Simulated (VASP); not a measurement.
Write the native input for VASP 6.6.1 that does the following.

| Item | Value |
| --- | --- |
| Task | single point |
| Functional | PBE |
| Potentials or basis | VASP PAW PBE potentials, release 64 (Cd, S) |
| Cutoff | 500 eV |
| k mesh | 9 × 9 × 4 |
| Occupations | gaussian, width 0.02 eV |
| Spin | no spin polarisation |
| Dipole correction | no |
| Further INCAR settings | ALGO = Normal; EDIFF = 1e-06; NBANDS = 26 |

The structure of CdS (v.b) lies in POSCAR:

```
CdS
1.0
    4.1968524169      0.0000000000      0.0000000000
   -2.0984262085      3.6345808090      0.0000000000
    0.0000000000      0.0000000000      6.8296508451
Cd S
2 2
Direct
    0.3333333333      0.6666666667      0.0002179901
    0.6666666667      0.3333333333      0.5002179901
    0.3333333333      0.6666666667      0.3767820099
    0.6666666667      0.3333333333      0.8767820099
```

These files were run (other wordings do the same):

INCAR

```
SYSTEM = CdS
  ALGO = Normal
  EDIFF = 1E-6
  ENCUT = 500
  GGA = PE
  GGA_COMPAT = .False.
  ISIF = 2
  ISMEAR = 0
  LASPH = .True.
  LCHARG = .False.
  LREAL = .False.
  LWAVE = .False.
  NBANDS = 26
  NELM = 120
  PREC = Accurate
  SIGMA = 0.02
```

KPOINTS

```
k-points
0
Gamma
  9 9 4
  0 0 0
```

Potentials or basis: VASP PAW PBE potentials, release 64 (Cd, S).

Launch:

```console
$ cat potpaw_PBE.64/Cd/POTCAR potpaw_PBE.64/S/POTCAR > POTCAR
$ mpirun -np 1 vasp_std > vasp.out
```

Results of the run:

The pressure is 0.3 GPa. The band gap on the k mesh is 1.11 eV, direct.

It took 92 s on 1 thread of Intel Xeon 8259CL, with other jobs on the host, peak memory 0.25 GiB.
